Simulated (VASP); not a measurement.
# C (P1) in VASP: further runs

C is run at these levels: LDA; tasks: single point, molecular dynamics.

All numbers are computed with VASP 6.6.1; they aren't measurements. Logs are shortened: lines on timing, memory, paths and dates and some standing lists are left out, and cuts for length are marked.

**1. The cell of the first run**

The typed cell holds 16 atoms: a = 5.212 Å, b = 5.212 Å, c = 5.212 Å, α = 60.00°, β = 60.00°, γ = 60.00°.

**2. Single point, LDA**

Contents of INCAR:

```
ALGO = Normal
EDIFF = 1E-7
ENCUT = 520
ISIF = 2
ISMEAR = -1
LASPH = True
LCHARG = True
LELF = True
LREAL = Auto
LVHAR = True
LWAVE = False
NBANDS = 46
NELM = 100
PREC = Accurate
SIGMA = 0.36
```

Contents of KPOINTS:

```
k-points
0
Gamma
  4 4 4
```

Contents of POSCAR:

```
C
1.0
    0.0000000000      3.6852400000      3.6852400000
    3.6852400000      0.0000000000      3.6852400000
    3.6852400000      3.6852400000      0.0000000000
C
16
Direct
    0.0139475312     -0.0026321217     -0.0213554612
    0.1181334187      0.1167223844      0.1252157254
    0.0239197447     -0.0333628203      0.4975931011
    0.1518761329      0.0798319784      0.6472577091
   -0.0143274251      0.4907414442     -0.0002984880
    0.0691949507      0.6068804203      0.1783872963
   -0.0429958429      0.4709462613      0.5289072082
    0.1114310059      0.5853485797      0.6292534543
    0.4710140995      0.0392104720     -0.0366597562
    0.5882520541      0.1900147616      0.1020150655
    0.5110386298     -0.0044501851      0.4786933822
    0.6424819008      0.1181469864      0.6084814015
    0.4858570948      0.5052588163      0.0121023325
    0.6416407073      0.6046281925      0.1240896115
    0.5162893054      0.4737140593      0.4921660462
    0.6172325276      0.6163370635      0.6066226352
```

Potentials or basis: VASP PAW LDA potentials, release 64 (C).

Launch:

```
> cat potpaw_LDA.64/C/POTCAR > POTCAR
> mpirun -np 1 vasp_std > vasp.out
```

OUTCAR:

```text
EDIFF = 1E-7
   ENCUT = 520
   ISIF = 2
   ISMEAR = -1
   LASPH = True
   LREAL = Auto
   NELM = 100
   PREC = Accurate

 ion  position               nearest neighbor table
   1  0.014  0.997  0.979-   4 1.42   2 1.58   6 1.70  10 1.83
   2  0.118  0.117  0.125-   9 1.52   1 1.58   3 1.59   5 1.59
   3  0.024  0.967  0.498-   2 1.59  12 1.63   8 1.63   4 1.67
   4  0.152  0.080  0.647-   1 1.42  11 1.55   3 1.67   7 1.69
   5  0.986  0.491  1.000-  14 1.46   8 1.58   2 1.59   6 1.63
   6  0.069  0.607  0.178-   7 1.49   5 1.63   1 1.70  13 1.78
[... 8 lines left out ...]
  15  0.516  0.474  0.492-  12 1.51  16 1.53  14 1.57   8 1.73
  16  0.617  0.616  0.607-   7 1.46  15 1.53  11 1.62  13 1.73

  LATTYP: Found a face centered cubic cell.
 ALAT       =     7.3704800000

  Lattice vectors:

 A1 = (   0.0000000000,   3.6852400000,   3.6852400000)
 A2 = (   3.6852400000,   0.0000000000,   3.6852400000)
 A3 = (   3.6852400000,   3.6852400000,   0.0000000000)

Analysis of symmetry for initial positions (statically):
=====================================================================
 Subroutine PRICEL returns:
 Original cell was already a primitive cell.

 Routine SETGRP: Setting up the symmetry group for a
 face centered cubic supercell.

 Subroutine GETGRP returns: Found  1 space group operations
 (whereof  1 operations were pure point group operations)
 out of a pool of 48 trial point group operations.

The static configuration has the point symmetry C_1 .

Analysis of symmetry for dynamics (positions and initial velocities):
=====================================================================
 Subroutine PRICEL returns:
 Original cell was already a primitive cell.

 Routine SETGRP: Setting up the symmetry group for a
 face centered cubic supercell.

 Subroutine GETGRP returns: Found  1 space group operations
 (whereof  1 operations were pure point group operations)
 out of a pool of 48 trial point group operations.

The dynamic configuration has the point symmetry C_1 .

 Subroutine INISYM returns: Found  1 space group operations
 (whereof  1 operations are pure point group operations),
 and found     1 'primitive' translations

----------------------------------------------------------------------------------------

                                     Primitive cell

  volume of cell :     100.0984

  direct lattice vectors                    reciprocal lattice vectors
     0.000000000  3.685240000  3.685240000    -0.135676374  0.135676374  0.135676374
     3.685240000  0.000000000  3.685240000     0.135676374 -0.135676374  0.135676374
     3.685240000  3.685240000  0.000000000     0.135676374  0.135676374 -0.135676374

  length of vectors
     5.211716389  5.211716389  5.211716389     0.234998373  0.234998373  0.234998373

  position of ions in fractional coordinates (direct lattice)
     0.013947531  0.997367878  0.978644539
     0.118133419  0.116722384  0.125215725
     0.023919745  0.966637180  0.497593101
     0.151876133  0.079831978  0.647257709
     0.985672575  0.490741444  0.999701512
     0.069194951  0.606880420  0.178387296
[... 8 lines left out ...]
     0.516289305  0.473714059  0.492166046
     0.617232528  0.616337063  0.606622635

  ion indices of the primitive-cell ions
   primitive index   ion index
                 1           1
                 2           2
                 3           3
                 4           4
                 5           5
                 6           6
[... 8 lines left out ...]
                15          15
                16          16

----------------------------------------------------------------------------------------

 KPOINTS: k-points

Automatic generation of k-mesh.
 Grid dimensions read from file:
 generate k-points for:    4    4    4

 Generating k-lattice:

  Cartesian coordinates                     Fractional coordinates (reciprocal lattice)
    -0.033919093  0.033919093  0.033919093     0.250000000  0.000000000  0.000000000
     0.033919093 -0.033919093  0.033919093     0.000000000  0.250000000  0.000000000
     0.033919093  0.033919093 -0.033919093     0.000000000  0.000000000  0.250000000

  Length of vectors
     0.058749593  0.058749593  0.058749593

  Shift w.r.t. Gamma in fractional coordinates (k-lattice)
     0.000000000  0.000000000  0.000000000

 Subroutine IBZKPT returns following result:
 ===========================================

 Found     36 irreducible k-points:

 Following reciprocal coordinates:
            Coordinates               Weight
  0.000000  0.000000  0.000000      1.000000
  0.250000  0.000000  0.000000      2.000000
  0.000000  0.250000  0.000000      2.000000
  0.000000  0.000000  0.250000      2.000000
  0.250000  0.250000  0.250000      2.000000
  0.500000  0.000000  0.000000      1.000000
[... 16 lines left out ...]
  0.250000  0.500000  0.500000      2.000000
  0.500000  0.000000  0.250000      2.000000
 [... further k-points ...]
   k-points           NKPTS =     36   k-points in BZ     NKDIM =     36   number of bands    NBANDS=     46
   number of dos      NEDOS =    301   number of ions     NIONS =     16
   total plane-waves  NPLWV =  64000
   dimension x,y,z NGX =    40 NGY =   40 NGZ =   40
   dimension x,y,z NGXF=    80 NGYF=   80 NGZF=   80
   ions per type =              16
   NGX,Y,Z   is equivalent  to a cutoff of  12.76, 12.76, 12.76 a.u.
   NGXF,Y,Z  is equivalent  to a cutoff of  25.52, 25.52, 25.52 a.u.
 SYSTEM =  unknown system
   PREC   = accura    normal or accurate (medium, high low for compatibility)
   ISTART =      0    job   : 0-new  1-cont  2-samecut
   ICHARG =      2    charge: 1-file 2-atom 10-const
   ISPIN  =      1    spin polarized calculation?
   LNONCOLLINEAR =      F non collinear calculations
   LSORBIT =      F    spin-orbit coupling
   LASPH  =      T    aspherical Exc in radial PAW
   ENCUT  =  520.0 eV  38.22 Ry    6.18 a.u.   9.69  9.69  9.69*2*pi/ulx,y,z
   NELM   =    100;   NELMIN=  2; NELMDL= -5     # of ELM steps
   EDIFF  = 0.1E-06   stopping-criterion for ELM
   LREAL  =      T    real-space projection
   EDIFFG = 0.1E-05   stopping-criterion for IOM
   NSW    =      0    number of steps for IOM
   IBRION =     -1    ionic relax: 0-MD 1-quasi-New 2-CG
   NFREE  =      0    steps in history (QN), initial steepest desc. (CG)
   ISIF   =      2    stress and relaxation
   ISYM   =      2    0-nonsym 1-usesym 2-fastsym
   POTIM  = 0.5000    time-step for ionic-motion
   TEBEG  =    0.0;   TEEND  =   0.0 temperature during run
   PSTRESS=    0.0 pullay stress
   NELECT =      64.0000    total number of electrons
   NUPDOWN=      -1.0000    fix difference up-down
   EMIN   =  10.00;   EMAX   =-10.00  energy-range for DOS
   EFERMI =   0.00;   METHOD = LEGACY
   ISMEAR =    -1;   SIGMA  =   0.36  broadening in eV -4-tet -1-fermi 0-gaus
   EFERMI_NEDOS =   21; number of points for ismear=-14 and -15
   IALGO  =     38    algorithm
   IMIX   =      4    mixing-type and parameters
     AMIX     =   0.40;   BMIX     =  1.00
     AMIX_MAG =   1.60;   BMIX_MAG =  1.00
  volume/ion in A,a.u.               =       6.26        42.22
  Fermi-wavevector in a.u.,A,eV,Ry     =   1.410346  2.665168 27.063025  1.989076
  Thomas-Fermi vector in A             =   2.532309
   LORBIT       =      0    0 simple, 1 ext, 2 COOP (PROOUT), +10 PAW based schemes
   GGA     = CA    functional components
   LHFCALC =     F    Hartree Fock is set to
   AEXX    =    0.0000 exact exchange contribution
   IVDW    =     0    specifies the selected vdW correction
   LEPSILON=     F    determine dielectric tensor
   LRPA    =     F    only Hartree local field effects (RPA)
 non-spin polarized calculation
  energy-cutoff  :      520.00
  volume of cell :      100.10
 maximum number of plane-waves:      2733
 NGX is ok and might be reduce to    40
   NGX = 19   NGY = 19   NGZ = 19

 number of electron      64.0000000 magnetization

 Free energy of the ion-electron system (eV)
  ---------------------------------------------------
  ext. energy  EPLUGINS =         0.00000000
  ---------------------------------------------------
  free energy    TOTEN  =      -154.57050786 eV

  energy without entropy =     -154.52183517  energy(sigma->0) =     -154.54617152

 E-fermi :   9.8786     XC(G=0): -13.0316

 val. band max:        8.9381040652   @ k =   0.0000   0.0000   0.0000
 cond. band min:      10.8037451346   @ k =   0.0000   0.0000   0.0000
 fundamental gap:      1.8656410694
 Fermi energy:         9.8785983035

 k-point     1 :       0.0000    0.0000    0.0000
  band No.  band energies     occupation
      1     -11.9367      2.00000
      2      -7.1670      2.00000
      3      -6.9597      2.00000
      4      -6.7246      2.00000
      5      -6.5646      2.00000
      6      -4.7086      2.00000
[... 36 lines left out ...]
     43      14.6700      0.00000
     44      15.1808      0.00000

 k-point     2 :       0.2500    0.0000    0.0000
  band No.  band energies     occupation
      1     -11.5476      2.00000
      2      -8.5731      2.00000
      3      -7.1483      2.00000
      4      -6.7752      2.00000
      5      -6.5273      2.00000
      6      -5.6963      2.00000
[... 36 lines left out ...]
     43      15.4215      0.00000
     44      15.6428      0.00000

 k-point     3 :       0.0000    0.2500    0.0000
  band No.  band energies     occupation
      1     -11.5635      2.00000
      2      -8.4978      2.00000
      3      -7.0060      2.00000
      4      -6.8579      2.00000
      5      -6.5629      2.00000
      6      -5.6156      2.00000
[... 976 lines left out ...]
     43      16.3049      0.00000
     44      16.7257      0.00000

 k-point    24 :       0.5000    0.0000    0.2500
  band No.  band energies     occupation
      1     -10.5549      2.00000
      2      -9.4823      2.00000
      3      -8.5439      2.00000
      4      -7.3613      2.00000
      5      -7.2942      2.00000
      6      -5.8547      2.00000
[... 36 lines left out ...]
     43      16.3952      0.00000
     44      16.6144      0.00000

 [... further k-points ...]

 [bands above 44 left out]

------------------------ aborting loop because EDIFF is reached ----------------------------------------

  FORCE on cell =-STRESS in cart. coord.  units (eV):
  Direction    XX          YY          ZZ          XY          YZ          ZX
  --------------------------------------------------------------------------------------
  -------------------------------------------------------------------------------------
  Total      -20.5804387    -21.6885430    -20.9712038     -3.2663564     -0.4939751      0.0351494
  in kB     -329.4108394   -347.1471742   -335.6654325    -52.2813537     -7.9065734      0.5626019
  external PRESSURE =    -337.4078153 kB  Pullay stress =       0.0000000 kB

 VOLUME and BASIS-vectors are now :
 -----------------------------------------------------------------------------
  energy-cutoff  :      520.00
  volume of cell :      100.10
      direct lattice vectors                 reciprocal lattice vectors
     0.000000000  3.685240000  3.685240000    -0.135676374  0.135676374  0.135676374
     3.685240000  0.000000000  3.685240000     0.135676374 -0.135676374  0.135676374
     3.685240000  3.685240000  0.000000000     0.135676374  0.135676374 -0.135676374

 POSITION                                       TOTAL-FORCE (eV/Angst)
 -----------------------------------------------------------------------------------
      7.28208      3.65794      3.72694         4.253051      2.124221     -4.838339
      0.89160      0.89680      0.86550        -1.255087     -0.393131      0.590388
      5.39604      1.92190      3.65044         0.830097     -0.833628     -1.362785
      2.67950      2.94500      0.85390        -1.886041     -5.670862      0.376207
      5.49264      7.31658      5.44094         0.035046      1.869950      0.129341
      2.89390      0.91240      2.49150        -4.025570     -1.755551      5.614449
[... 8 lines left out ...]
      3.55950      3.71640      3.64840         0.741307     -2.547011     -0.428344
      4.50690      4.51020      4.54600         3.326732      0.824948     -1.346463
 -----------------------------------------------------------------------------------
    total drift:                                0.008915      0.018104     -0.006808

  FREE ENERGIE OF THE ION-ELECTRON SYSTEM (eV)
  ---------------------------------------------------
  free  energy   TOTEN  =      -154.5705078589 eV

  energy  without entropy=     -154.5218351734  energy(sigma->0) =     -154.54617152
```

Run time: 2 min. Hardware: 1 thread of Intel Xeon 6975P-C (Granite Rapids), shared host; peak memory 0.24 GiB.

Results:

```yaml
Free_energy: -154.5705 eV
Pressure: -33.7 GPa
Largest_force: 10.703 eV/Å
Band_gap_on_the_k_mesh: 1.87 eV, direct
```

Forces in eV/Å, atoms in the order of the input:
```
C    4.253  2.124 -4.838
C   -1.255 -0.393  0.590
C    0.830 -0.834 -1.363
C   -1.886 -5.671  0.376
C    0.035  1.870  0.129
C   -4.026 -1.756  5.614
C   -1.686  2.698  4.220
C    2.108  0.645  3.132
C    0.006  5.765  0.296
C   -7.358  5.166 -5.808
C    0.954 -0.080  0.413
C   -0.600 -0.138 -1.672
C    2.234 -3.538  1.895
C    2.322 -4.136 -1.211
C    0.741 -2.547 -0.428
C    3.327  0.825 -1.346
```

Caveat: forces of over 1 eV/Å act on the atoms, so gaps and moduli don't describe the material at rest. A k mesh can miss the band edges.

**3. Single point, LDA**

Contents of INCAR:

```
ALGO = Normal ; EDIFF = 1E-6
ENCUT = 520 ; ISIF = 2
ISMEAR = -1 ; LASPH = True
LCHARG = True ; LELF = True
LREAL = Auto ; LVHAR = True
LWAVE = False ; NBANDS = 46
NELM = 100 ; PREC = Accurate
SIGMA = 0.36
```

KPOINTS is that of step 2.

Contents of POSCAR:

```
C
1.0
    0.0000000000      3.6852400000      3.6852400000
    3.6852400000      0.0000000000      3.6852400000
    3.6852400000      3.6852400000      0.0000000000
C
16
Direct
   -0.0291432851     -0.0113154096      0.0305814547
    0.1081340700      0.1105491094      0.1304935364
   -0.0171901966     -0.0331457381      0.5147968653
    0.1083918551      0.1067908739      0.6147360823
    0.0162947325      0.5020432862     -0.0138525578
    0.1560413976      0.6294705365      0.0882574812
    0.0313276747      0.4643795248      0.4890454896
    0.1394888800      0.6057271711      0.6195932965
    0.5129380990     -0.0395089601      0.0107455688
    0.6192812408      0.0664814232      0.1336954988
    0.4928986986     -0.0234855803      0.5090713224
    0.6053744125      0.1136018278      0.6299318362
    0.4924373989      0.5172933106     -0.0099450782
    0.6032171582      0.6357252174      0.1199379145
    0.4860741770      0.4918268552      0.4961684992
    0.6248846751      0.6127552073      0.6377739306
```

Potentials or basis: VASP PAW LDA potentials, release 64 (C).

Launch:

```
> cat potpaw_LDA.64/C/POTCAR > POTCAR
> mpirun -np 1 vasp_std > vasp.out
```

Run time: 2.2 min. Hardware: 1 thread of Intel Xeon 6975P-C (Granite Rapids), shared host; peak memory 0.24 GiB.

It converged, with:

```yaml
Free_energy: -156.1881 eV
Pressure: -34.8 GPa
Largest_force: 7.184 eV/Å
Band_gap_on_the_k_mesh: 1.49 eV, direct
```

Forces in eV/Å, atoms in the order of the input:
```
C   -4.103 -1.145  2.317
C    1.229  0.814  0.748
C    0.488 -1.626  3.376
C    1.225  2.625  1.046
C   -0.941  0.066 -2.668
C    3.110 -0.362 -5.703
C    2.426 -2.356 -0.904
C    0.399 -1.397 -2.628
C    2.606 -6.681  0.414
C    5.376  2.153  4.155
C   -0.490 -1.197 -0.802
C   -1.449  0.899  0.361
C   -3.114  1.714 -0.368
C   -4.028  4.930 -1.727
C   -0.106  2.844  1.709
C   -2.627 -1.279  0.676
```

Stress tensor (GPa, compression positive):
```
-34.16  -3.59   1.05
 -3.59 -35.49  -1.27
  1.05  -1.27 -34.59
```

Levels at points of the mesh, in eV from the valence-band top:
| k point | band 29 | band 30 | band 31 | band 32 | band 33 | band 34 | band 35 | band 36 |
| --- | --- | --- | --- | --- | --- | --- | --- | --- |
| (0.00, 0.00, 0.00) | -2.32 | -1.03 | -0.54 | 0.00 | 1.49 | 2.55 | 2.84 | 3.25 |
| (0.50, 0.00, 0.00) | -2.94 | -2.61 | -2.05 | -1.47 | 2.81 | 3.64 | 3.97 | 4.34 |
| (0.00, 0.50, 0.00) | -3.07 | -2.50 | -2.20 | -1.49 | 3.44 | 3.75 | 4.01 | 4.12 |
| (0.00, 0.00, 0.50) | -2.84 | -2.70 | -1.91 | -1.69 | 2.67 | 3.99 | 4.13 | 4.34 |
| (0.50, 0.50, 0.50) | -2.81 | -2.21 | -1.89 | -1.34 | 2.90 | 3.87 | 4.18 | 4.31 |
| (0.50, 0.50, 0.00) | -3.29 | -3.17 | -3.03 | -2.83 | 2.54 | 2.91 | 4.94 | 5.27 |
| (0.00, 0.50, 0.50) | -3.58 | -3.33 | -2.95 | -2.78 | 2.68 | 2.83 | 5.10 | 5.31 |
| (0.50, 0.00, 0.50) | -3.71 | -3.34 | -3.04 | -3.02 | 2.33 | 3.21 | 5.11 | 5.73 |

Caveat: forces of over 1 eV/Å act on the atoms, so gaps and moduli don't describe the material at rest.

(Part 1 of 2 ends here.)
